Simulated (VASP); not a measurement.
Ru, 4 atoms in the cell. The cell holds a slab with vacuum, 4 atoms: a = 2.721 Å, b = 4.296 Å, c = 19.142 Å, α = 90.00°, β = 90.00°, γ = 90.00°. 

| Item | Value |
| --- | --- |
| Program | VASP 6.6.1 |
| Task | single point |
| Functional | PBE |
| Potentials or basis | VASP PAW PBE potentials, release 64 (Ru_pv) |
| Cutoff | 520 eV |
| k mesh | 12 × 8 × 1 |
| Occupations | fermi-dirac, width 0.1 eV |
| Spin | no spin polarisation |
| Dipole correction | yes |
| Further INCAR settings | ALGO = Normal; EDIFF = 1e-07; NBANDS = 36 |

Potentials or basis: VASP PAW PBE potentials, release 64 (Ru_pv).

Command:

```console
$ cat potpaw_PBE.64/Ru_pv/POTCAR > POTCAR
$ mpirun -np 1 vasp_std > vasp.out
```

Hardware: 1 thread of Intel Xeon 8259CL, on a shared host.

**Question.** How long does it take, and how much memory?

**Answer.** Wall time 6.7 min on 1 thread of Intel Xeon 8259CL (shared host), peak memory 0.41 GiB. Counts: scf iterations 24, k points 35.
